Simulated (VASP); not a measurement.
Input of a VASP 6.6.1 run:

INCAR

```
PREC = Accurate ; ENCUT = 520
EDIFF = 1E-7 ; ISMEAR = -1
SIGMA = 0.02 ; LREAL = F
LASPH = T ; NELM = 60
ALGO = Normal ; ISIF = 2
LWAVE = F ; LCHARG = T
GGA = PE ; LELF = T
LVHAR = T ; NBANDS = 26
```

The input KPOINTS:

```
Automatic mesh
0
Gamma
  6 6 6
```

Contents of POSCAR:

```
CuI
1.0
    3.5037459921     -3.5931530553      0.0000000000
    3.5037459921      3.5931530553      0.0000000000
    0.0000000000      0.0000000000      4.3220095893
Cu I
2 2
Direct
    0.4168025109      0.5831974891      0.7500000000
    0.5831974891      0.4168025109      0.2500000000
    0.7779467703      0.2220532297      0.7500000000
    0.2220532297      0.7779467703      0.2500000000
```

Potentials or basis: VASP PAW PBE potentials, release 64 (Cu, I).

Command:

```bash
$ cat potpaw_PBE.64/Cu/POTCAR potpaw_PBE.64/I/POTCAR > POTCAR
$ mpirun -np 1 vasp_std > vasp.out
```

(1) Estimate the largest force.

(2) Predict the band gap on the k mesh.

Answers

(1) 0.158 eV/Å.

(2) 0.96 eV.

Caveat: spin-orbit coupling is left out, which moves the levels of the heavy elements.
